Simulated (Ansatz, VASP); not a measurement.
# Ta2N: VASP beside Ansatz

```
CELL_PARAMETERS angstrom
2.94608 0.00000 0.00000
-1.47304 2.55138 0.00000
0.00000 0.00000 4.75984
ATOMIC_POSITIONS crystal
Ta 0.66667 0.33333 0.74491
Ta 0.33333 0.66667 0.25509
N 0.00000 0.00000 0.00000
```

Change from the starting cell: strain -0.050 along x and y, -0.025 along z, atoms carried along.

Alike in both runs: task single point; functional PBE; k mesh 18 × 18 × 10; occupations gaussian, width 0.15 eV; no spin polarisation.

|  | VASP | Ansatz |
| --- | --- | --- |
| version | VASP 6.6.1 | Ansatz 0.2.0 |
| potentials or method | VASP PAW PBE potentials, release 64 (Ta_pv, N), cutoff 520 eV | scalar-relativistic, plane waves, PAW |
| valence electrons in the cell | 27 | 31 |

```tsv
	VASP	Ansatz	Ansatz less VASP
gap on the k mesh at the Fermi level (eV)	none	none	-
pressure (GPa)	48.4	47.5	-0.95
traceless stress, the component that is largest in VASP (GPa)	-4.41	-4.38	+0.034
rms of the force components (eV/Å)	0.574	0.539	-0.0355
```

Atom by atom the forces differ by 0.035 eV/Å (rms over components). A gap of «none» marks a metal or a gap that the smearing closes. Both programs put the cell under a high pressure, so it lies far from rest at this level. VASP's potentials hold 27 valence electrons a cell and Ansatz's 31, so a difference there can come from the potentials and not from the codes.

Neither program's run includes spin-orbit coupling.
